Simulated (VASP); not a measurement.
# KNa3Cl4 (P1) in VASP: single point with PBEsol

Aim: the single point of KNa3Cl4 with PBEsol.

Everything below comes from runs of VASP 6.6.1. Logs are shortened: lines on timing, memory, paths and dates and some standing lists are left out, and cuts for length are marked.

## (1) The cell of the first run

The typed cell holds 16 atoms: a = 8.093 Å, b = 8.093 Å, c = 8.093 Å, α = 60.00°, β = 60.00°, γ = 60.00°.

## (2) Single point, PBEsol, collinear spin

Input file INCAR:

```
ALGO     = Normal         # electronic algorithm
EDIFF    = 1E-6           # SCF threshold, eV
ENCUT    = 500            # plane-wave cutoff, eV
GGA      = PS             # functional
GGA_COMPAT= F            
ISIF     = 2              # what is computed and relaxed
ISMEAR   = -1             # smearing method
ISPIN    = 2              # spin polarisation
LASPH    = T              # aspherical terms in the spheres
LCHARG   = F              # write CHGCAR
LORBIT   = 11             # projections on sites
LREAL    = F              # projectors in reciprocal space
LWAVE    = F              # write WAVECAR
MAGMOM   = 0.125 0.125 0.125 0.125 0.125 0.125 0.125 0.125 0.125 0.125 0.125 0.125 0.125 0.125 0.125 0.125 # initial moments
NBANDS   = 76             # bands
NELM     = 200            # most SCF steps
PREC     = Accurate       # precision mode
SIGMA    = 0.05           # smearing width, eV
```

Input file KPOINTS:

```
k-points
0
Gamma
  2 2 2
```

Input file POSCAR:

```
KNa3Cl4
1.0
    0.0000000000      5.7222900000      5.7222900000
    5.7222900000      0.0000000000      5.7222900000
    5.7222900000      5.7222900000      0.0000000000
Cl Na K
8 6 2
Direct
    0.7526810000      0.2490870000      0.2481840000
    0.2494400000      0.7568950000      0.7460650000
    0.2500300000      0.7509940000      0.2514450000
    0.7455060000      0.2513020000      0.7503040000
    0.2514150000      0.2499380000      0.7481050000
    0.7491040000      0.7494810000      0.2464790000
    0.2534650000      0.2473690000      0.2464610000
    0.7538370000      0.7509850000      0.7481880000
    0.0023080000      0.0011340000      0.9971530000
    0.4928390000      0.5024450000      0.5032690000
    0.5078100000      0.4998460000      0.9961580000
    0.0041290000      0.4961990000      0.0010740000
    0.4963550000      0.0009110000      0.0006350000
    0.9972650000      0.4962120000      0.5042080000
    0.0012850000      0.0024180000      0.4990810000
    0.4987810000      0.9986960000      0.4958800000
```

Potentials or basis: VASP PAW PBE potentials, release 64 (Cl, Na_pv, K_sv).

Started as:

```sh
> cat potpaw_PBE.64/Cl/POTCAR potpaw_PBE.64/Na_pv/POTCAR potpaw_PBE.64/K_sv/POTCAR > POTCAR
> mpirun -np 1 vasp_std > vasp.out
```

OUTCAR:

```text
EDIFF = 1E-6
   ENCUT = 500
   GGA = PS
   ISIF = 2
   ISMEAR = -1
   ISPIN = 2
   LASPH = T
   LORBIT = 11
   LREAL = F
   NELM = 200
   PREC = Accurate

 ion  position               nearest neighbor table
   1  0.753  0.249  0.248-  15 2.86  16 2.89
   2  0.249  0.757  0.746-  16 2.81  15 2.83
   3  0.250  0.751  0.251-  15 2.86
   4  0.746  0.251  0.750-  15 2.86
   5  0.251  0.250  0.748-  16 2.88
   6  0.749  0.749  0.246-  16 2.85
   7  0.253  0.247  0.246-  16 2.83  15 2.85
   8  0.754  0.751  0.748-  15 2.85  16 2.90
   9  0.002  0.001  0.997-
  10  0.493  0.502  0.503-
  11  0.508  0.500  0.996-
  12  0.004  0.496  0.001-
  13  0.496  0.001  0.001-
  14  0.997  0.496  0.504-
  15  0.001  0.002  0.499-   2 2.83   7 2.85   8 2.85   3 2.86   1 2.86   4 2.86
  16  0.499  0.999  0.496-   2 2.81   7 2.83   6 2.85   5 2.88   1 2.89   8 2.90

  LATTYP: Found a face centered cubic cell.
 ALAT       =    11.4445800000

  Lattice vectors:

 A1 = (   0.0000000000,   5.7222900000,   5.7222900000)
 A2 = (   5.7222900000,   0.0000000000,   5.7222900000)
 A3 = (   5.7222900000,   5.7222900000,   0.0000000000)

Analysis of symmetry for initial positions (statically):
=====================================================================
 Subroutine PRICEL returns:
 Original cell was already a primitive cell.

 Routine SETGRP: Setting up the symmetry group for a
 face centered cubic supercell.

 Subroutine GETGRP returns: Found  1 space group operations
 (whereof  1 operations were pure point group operations)
 out of a pool of 48 trial point group operations.

The static configuration has the point symmetry C_1 .

Analysis of symmetry for dynamics (positions and initial velocities):
=====================================================================
 Subroutine PRICEL returns:
 Original cell was already a primitive cell.

 Routine SETGRP: Setting up the symmetry group for a
 face centered cubic supercell.

 Subroutine GETGRP returns: Found  1 space group operations
 (whereof  1 operations were pure point group operations)
 out of a pool of 48 trial point group operations.

The dynamic configuration has the point symmetry C_1 .

Analysis of structural, dynamic, and magnetic symmetry:
=====================================================================
 Subroutine PRICEL returns:
 Original cell was already a primitive cell.

 Routine SETGRP: Setting up the symmetry group for a
 face centered cubic supercell.

 Subroutine GETGRP returns: Found  1 space group operations
 (whereof  1 operations were pure point group operations)
 out of a pool of 48 trial point group operations.

The overall configuration has the point symmetry C_1 .

 Subroutine INISYM returns: Found  1 space group operations
 (whereof  1 operations are pure point group operations),
 and found     1 'primitive' translations

----------------------------------------------------------------------------------------

                                     Primitive cell

  volume of cell :     374.7482

  direct lattice vectors                    reciprocal lattice vectors
     0.000000000  5.722290000  5.722290000    -0.087377606  0.087377606  0.087377606
     5.722290000  0.000000000  5.722290000     0.087377606 -0.087377606  0.087377606
     5.722290000  5.722290000  0.000000000     0.087377606  0.087377606 -0.087377606

  length of vectors
     8.092540126  8.092540126  8.092540126     0.151342453  0.151342453  0.151342453

  position of ions in fractional coordinates (direct lattice)
     0.752681000  0.249087000  0.248184000
     0.249440000  0.756895000  0.746065000
     0.250030000  0.750994000  0.251445000
[... 63 lines left out ...]
  0.000000  0.500000  0.000000      1.000000
  0.000000  0.000000  0.500000      1.000000
  0.500000  0.500000  0.500000      1.000000
  0.500000  0.500000  0.000000      1.000000
  0.000000  0.500000  0.500000      1.000000
  0.500000  0.000000  0.500000      1.000000
   k-points           NKPTS =      8   k-points in BZ     NKDIM =      8   number of bands    NBANDS=     76
   number of dos      NEDOS =    301   number of ions     NIONS =     16
   total plane-waves  NPLWV = 216000
   dimension x,y,z NGX =    60 NGY =   60 NGZ =   60
   dimension x,y,z NGXF=   120 NGYF=  120 NGZF=  120
   ions per type =               8   6   2
   NGX,Y,Z   is equivalent  to a cutoff of  12.33, 12.33, 12.33 a.u.
   NGXF,Y,Z  is equivalent  to a cutoff of  24.65, 24.65, 24.65 a.u.
 SYSTEM =  unknown system
   PREC   = accura    normal or accurate (medium, high low for compatibility)
   ISTART =      0    job   : 0-new  1-cont  2-samecut
   ICHARG =      2    charge: 1-file 2-atom 10-const
   ISPIN  =      2    spin polarized calculation?
   LNONCOLLINEAR =      F non collinear calculations
   LSORBIT =      F    spin-orbit coupling
   LASPH  =      T    aspherical Exc in radial PAW
   ENCUT  =  500.0 eV  36.75 Ry    6.06 a.u.  14.75 14.75 14.75*2*pi/ulx,y,z
   NELM   =    200;   NELMIN=  2; NELMDL= -5     # of ELM steps
   EDIFF  = 0.1E-05   stopping-criterion for ELM
   LREAL  =      F    real-space projection
   EDIFFG = 0.1E-04   stopping-criterion for IOM
   NSW    =      0    number of steps for IOM
   IBRION =     -1    ionic relax: 0-MD 1-quasi-New 2-CG
   NFREE  =      0    steps in history (QN), initial steepest desc. (CG)
   ISIF   =      2    stress and relaxation
   ISYM   =      2    0-nonsym 1-usesym 2-fastsym
   POTIM  = 0.5000    time-step for ionic-motion
   TEBEG  =    0.0;   TEEND  =   0.0 temperature during run
   PSTRESS=    0.0 pullay stress
   NELECT =     116.0000    total number of electrons
   NUPDOWN=      -1.0000    fix difference up-down
   EMIN   =  10.00;   EMAX   =-10.00  energy-range for DOS
   EFERMI =   0.00;   METHOD = LEGACY
   ISMEAR =    -1;   SIGMA  =   0.05  broadening in eV -4-tet -1-fermi 0-gaus
   EFERMI_NEDOS =   21; number of points for ismear=-14 and -15
   IALGO  =     38    algorithm
   IMIX   =      4    mixing-type and parameters
     AMIX     =   0.40;   BMIX     =  1.00
     AMIX_MAG =   1.60;   BMIX_MAG =  1.00
  volume/ion in A,a.u.               =      23.42       158.06
  Fermi-wavevector in a.u.,A,eV,Ry     =   1.107425  2.092730 16.686049  1.226390
  Thomas-Fermi vector in A             =   2.243939
   LORBIT       =     11    0 simple, 1 ext, 2 COOP (PROOUT), +10 PAW based schemes
   GGA     = PS    functional components
   LHFCALC =     F    Hartree Fock is set to
   AEXX    =    0.0000 exact exchange contribution
   IVDW    =     0    specifies the selected vdW correction
   LEPSILON=     F    determine dielectric tensor
   LRPA    =     F    only Hartree local field effects (RPA)
 spin polarized calculation
  energy-cutoff  :      500.00
  volume of cell :      374.75
 maximum number of plane-waves:      9558
 NGX is ok and might be reduce to    60
   NGX = 29   NGY = 29   NGZ = 29

 number of electron     116.0000003 magnetization       0.0001879

 number of electron     116.0000003 magnetization      -0.0000695

 Free energy of the ion-electron system (eV)
  ---------------------------------------------------
  ext. energy  EPLUGINS =         0.00000000
  ---------------------------------------------------
  free energy    TOTEN  =       -55.29568223 eV

  energy without entropy =      -55.29568223  energy(sigma->0) =      -55.29568223

 E-fermi :   0.3738     XC(G=0):  -8.3619

 val. band max:       -0.8740325201   @ k =   0.0000   0.0000   0.0000
 cond. band min:       4.0972877818   @ k =   0.0000   0.0000   0.0000
 fundamental gap:      4.9713203019
 Fermi energy:         0.3737766007

 spin component 1

 k-point     1 :       0.0000    0.0000    0.0000
  band No.  band energies     occupation
      1     -27.2357      1.00000
      2     -27.2024      1.00000
      3     -21.7617      1.00000
      4     -21.7592      1.00000
      5     -21.7578      1.00000
      6     -21.7214      1.00000
[... 573 lines left out ...]
     69       7.7787      0.00000
     70       7.8146      0.00000
 Fermi energy:         0.3737766007

 spin component 2

 k-point     1 :       0.0000    0.0000    0.0000
  band No.  band energies     occupation
      1     -27.2357      1.00000
      2     -27.2024      1.00000
      3     -21.7617      1.00000
      4     -21.7592      1.00000
      5     -21.7578      1.00000
      6     -21.7214      1.00000
[... 573 lines left out ...]
     69       7.7787      0.00000
     70       7.8146      0.00000
 [bands above 70 left out]

------------------------ aborting loop because EDIFF is reached ----------------------------------------

  FORCE on cell =-STRESS in cart. coord.  units (eV):
  Direction    XX          YY          ZZ          XY          YZ          ZX
  --------------------------------------------------------------------------------------
  -------------------------------------------------------------------------------------
  Total        2.8428858      3.0154752      3.1738657      0.0290146      0.0689647     -0.0478176
  in kB       12.1543129     12.8921916     13.5693656      0.1240472      0.2948477     -0.2044367
  external PRESSURE =      12.8719567 kB  Pullay stress =       0.0000000 kB

 VOLUME and BASIS-vectors are now :
 -----------------------------------------------------------------------------
  energy-cutoff  :      500.00
  volume of cell :      374.75
      direct lattice vectors                 reciprocal lattice vectors
     0.000000000  5.722290000  5.722290000    -0.087377606  0.087377606  0.087377606
     5.722290000  0.000000000  5.722290000     0.087377606 -0.087377606  0.087377606
     5.722290000  5.722290000  0.000000000     0.087377606  0.087377606 -0.087377606

 POSITION                                       TOTAL-FORCE (eV/Angst)
 -----------------------------------------------------------------------------------
      2.84553      5.72724      5.73241         0.008034     -0.506584      0.440218
      8.60037      5.69657      5.75854        -0.005856      0.608227     -0.642344
      5.73625      2.86959      5.72815        -0.549284     -0.030118     -0.037496
      5.73148      8.55946      5.70402         0.484734      0.016078      0.037091
      5.71109      5.71954      2.86889         0.460590     -0.017259     -0.019432
      5.69917      5.69701      8.57534        -0.495124      0.057707      0.009489
[... 8 lines left out ...]
      2.86972      2.86324      0.02119         0.014511     -0.082983     -0.062680
      8.55240      5.69174      8.56900         0.043096      0.175424      0.200069
 -----------------------------------------------------------------------------------
    total drift:                                0.000399     -0.000449     -0.000104

  FREE ENERGIE OF THE ION-ELECTRON SYSTEM (eV)
  ---------------------------------------------------
  free  energy   TOTEN  =       -55.2956822292 eV

  energy  without entropy=      -55.2956822292  energy(sigma->0) =      -55.29568223

 total charge

# of ion       s       p       d       tot
------------------------------------------
    1        1.579   3.561   0.000   5.140
    2        1.580   3.565   0.000   5.145
    3        1.578   3.553   0.000   5.132
    4        1.578   3.555   0.000   5.133
    5        1.578   3.556   0.000   5.134
    6        1.578   3.553   0.000   5.131
[... 8 lines left out ...]
   15        1.966   5.591   0.055   7.612
   16        1.966   5.590   0.054   7.610
--------------------------------------------------
tot         16.803  75.517   0.109  92.428

 magnetization (x)

# of ion       s       p       d       tot
------------------------------------------
    1        0.000  -0.000   0.000  -0.000
    2        0.000  -0.000   0.000  -0.000
    3        0.000  -0.000   0.000   0.000
    4        0.000   0.000   0.000   0.000
    5        0.000  -0.000   0.000   0.000
    6        0.000  -0.000   0.000  -0.000
[... 8 lines left out ...]
   15        0.000   0.000   0.000   0.000
   16        0.000   0.000   0.000   0.000
--------------------------------------------------
tot          0.000  -0.000   0.000   0.000
```

Run time: 6.7 min. Hardware: 1 thread of Intel Xeon Platinum 8488C (Sapphire Rapids), shared host; peak memory 0.79 GiB.

Results:

```yaml
Free_energy: -55.2957 eV
Pressure: 1.3 GPa
Largest_force: 0.885 eV/Å
Band_gap_on_the_k_mesh: 4.97 eV
Net_moment: 0.00 μB per cell
Valence_electrons_inside_the_program's_atomic_spheres: Cl 5.14, 5.13 (each value once); Na 6.02; K 7.61
```

Forces in eV/Å, atoms in the order of the input:
```
Cl   0.008 -0.507  0.440
Cl  -0.006  0.608 -0.642
Cl  -0.549 -0.030 -0.037
Cl   0.485  0.016  0.037
Cl   0.461 -0.017 -0.019
Cl  -0.495  0.058  0.009
Cl   0.067 -0.560  0.555
Cl  -0.015  0.404 -0.535
Na   0.021  0.011 -0.049
Na  -0.058  0.011  0.046
Na   0.051 -0.021 -0.031
Na   0.032 -0.050  0.013
Na  -0.055  0.027  0.015
Na  -0.004 -0.042  0.062
K    0.015 -0.083 -0.063
K    0.043  0.175  0.200
```

Caveat: the k points lie up to 0.48 Å⁻¹ apart; the PAW data sets were made with another functional, which shifts forces and pressure a little.
